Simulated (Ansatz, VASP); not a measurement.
## TiAl3 in VASP and in Ansatz

File POSCAR:

```
TiAl3
1.0
    2.8396770000      0.0000000000      0.0000000000
    0.0000000000      4.6812640000      0.0000000000
    0.0000000000      0.0000000000      4.9007420000
Ti Al
1 3
Direct
    0.0000000000      0.5000000000      0.1659160000
    0.5000000000      0.5000000000      0.6672710000
    0.5000000000      0.0000000000      0.3309120000
    0.0000000000      0.0000000000      0.8359000000
```

Contents of INCAR.step1:

```
PREC = Accurate
ENCUT = 520
ISMEAR = 1
SIGMA = 0.3
LREAL = False
LASPH = True
NELM = 80
NBANDS = 18
GGA = PE
ALGO = Normal
EDIFF = 1E-4
LWAVE = True
LCHARG = False
```

The input INCAR.step2:

```
PREC = Accurate
ENCUT = 520
EDIFF = 1E-7
ISMEAR = 1
SIGMA = 0.3
LREAL = False
LASPH = True
NELM = 80
ALGO = Normal
ISIF = 2
LWAVE = False
LCHARG = True
METAGGA = R2SCAN
LMIXTAU = True
LELF = True
LVHAR = True
NBANDS = 18
ISTART = 1
```

Contents of KPOINTS:

```
Automatic mesh
0
Gamma
  14 10 10
```

Input for Ansatz:

```yaml
crystal:
  lattice:
    - [2.839677, 0.0, 0.0]
    - [0.0, 4.681264, 0.0]
    - [0.0, 0.0, 4.900742]
  atoms:
    - { symbol: Ti, position: [0.0, 0.5, 0.165916] }
    - { symbol: Al, position: [0.5, 0.5, 0.667271] }
    - { symbol: Al, position: [0.5, 0.0, 0.330912] }
    - { symbol: Al, position: [0.0, 0.0, 0.8359] }
basis:
  ecutwfc: 500
kpoints:
  mp_grid: { grid: [14, 10, 10] }
hamiltonian:
  xc: r2scan
scf:
  occupations: { method: methfessel_paxton, width: 0.3 }
output:
  forces: true
  stress: true
  eigenvalues: true
```

Alike in both runs: task single point; functional r2SCAN; k mesh 14 × 10 × 10; occupations methfessel-paxton of order 1, width 0.3 eV; no spin polarisation.

```csv
,VASP,Ansatz
version,VASP 6.6.1,Ansatz 0.2.0
potentials or method,"VASP PAW PBE potentials, release 64 (Ti_sv, Al), cutoff 520 eV","scalar-relativistic, plane waves, PAW"
valence electrons in the cell,21,21
```

```csv
,VASP,Ansatz,Ansatz less VASP
gap on the k mesh at the Fermi level (eV),none,none,-
pressure (GPa),-2.3,-2.2,+0.09
"traceless stress, the component that is largest in VASP (GPa)",-1.37,-1.36,+0.008
rms of the force components (eV/Å),0.018,0.015,-0.0037
```

VASP's potentials were made for PBE, not for r2SCAN. Atom by atom the forces differ by 0.005 eV/Å (rms over components). A gap of «none» marks a metal or a gap that the smearing closes.
